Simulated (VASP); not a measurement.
Mo, 1 atom in the cell. The structure is trigonal, space group R-3m (No. 166). The conventional cell has a = 5.009 Å, b = 5.009 Å, c = 2.063 Å, α = 90.00°, β = 90.00°, γ = 120.00°. Mo (site symmetry -3m) has 2 Mo at 2.06 Å within 2.7 Å. 

| Quantity | Value |
| --- | --- |
| Program | VASP 6.6.1 |
| Task | single point |
| Functional | PBE |
| Potentials or basis | VASP PAW PBE potentials, release 64 (Mo_sv) |
| Cutoff | 520 eV |
| k mesh | 22 × 22 × 22 |
| Occupations | gaussian, width 0.15 eV |
| Spin | no spin polarisation |
| Dipole correction | no |
| Further INCAR settings | ALGO = Fast; EDIFF = 1e-06; NBANDS = 13 |

Potentials or basis: VASP PAW PBE potentials, release 64 (Mo_sv).

Launch:

```console
$ cat potpaw_PBE.64/Mo_sv/POTCAR > POTCAR
$ mpirun -np 1 vasp_std > vasp.out
```

Hardware: 1 thread of AMD EPYC 9R45 96-Core Processor (Zen 5) (shared host).

Q: How long does it take, and how much memory?

A: It took 100 s on 1 thread of AMD EPYC 9R45 96-Core Processor (Zen 5) (shared host), peak memory 0.27 GiB. Counts: scf iterations 12, k points 1024.
